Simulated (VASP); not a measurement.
Runs of VASP 6.6.1 on TaN. The structure is that of space group P6_3/mmc (No. 194), or close to it. The cells are those of the table. 

```tsv
task	cell	gap on the mesh (eV)	pressure (GPa)
electric field gradients	a = 3.078, b = 3.078, c = 4.918 Å, angles 90.0, 90.0, 120.0°, 4 atoms	none	41.0
electric field gradients	a = 3.048, b = 3.048, c = 4.869 Å, angles 90.0, 90.0, 120.0°, 4 atoms	none	56.6
electric field gradients	a = 3.048, b = 3.048, c = 4.820 Å, angles 90.0, 90.0, 120.0°, 4 atoms	none	(b)
single point	a = 3.038, b = 3.038, c = 4.902 Å, angles 90.0, 90.0, 120.0°, 4 atoms	none	55.4
single point	a = 3.068, b = 3.068, c = 4.951 Å, angles 90.0, 90.0, 120.0°, 4 atoms	none	(a)
```

Alike in all rows: level PBEsol; potentials or basis VASP PAW PBE potentials, release 64 (Ta_pv, N); no spin polarisation; k mesh 11 × 11 × 6; cutoff (eV) 520; smearing fermi-dirac 0.01 eV.

Problem. Estimate the missing entries.

Solution. (a) 39.9; (b) 63.6.

Caveats: the PAW data sets were made with another functional, which shifts forces and pressure a little; spin-orbit coupling is left out, which moves the levels of the heavy elements.

A k mesh can miss the band edges, and the runs leave out spin-orbit coupling on Ta.

A gap of «none» marks levels without a gap at the run's occupations.
